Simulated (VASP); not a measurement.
Here is a VASP 6.6.1 calculation.

Contents of INCAR:

```
PREC = Accurate
ENCUT = 520
EDIFF = 1E-6
ISMEAR = 0
SIGMA = 0.1
LREAL = F
LASPH = T
NELM = 100
ALGO = Fast
ISIF = 2
LWAVE = F
LCHARG = F
GGA = PS
NBANDS = 16
```

Contents of KPOINTS:

```
regular mesh
0
Gamma
  18 18 10
```

POSCAR

```
Ir
1.0
    2.7190233390      0.0000000000      0.0000000000
   -1.3595116695      2.3547432851      0.0000000000
    0.0000000000      0.0000000000      4.4079851960
Ir
2
Direct
    0.3333333333      0.6666666667      0.2500000000
    0.6666666667      0.3333333333      0.7500000000
```

Potentials or basis: VASP PAW PBE potentials, release 64 (Ir).

Command:

```sh
$ cat potpaw_PBE.64/Ir/POTCAR > POTCAR
$ mpirun -np 1 vasp_std > vasp.out
```

Q: Predict the band gap on the k mesh.

A: Zero (bands 9 and 10 overlap by 3.37 eV).

Q: Estimate the pressure.

A: 1.0 GPa.

Caveat: the PAW data sets were made with another functional, which shifts forces and pressure a little; spin-orbit coupling is left out, which moves the levels of the heavy elements.
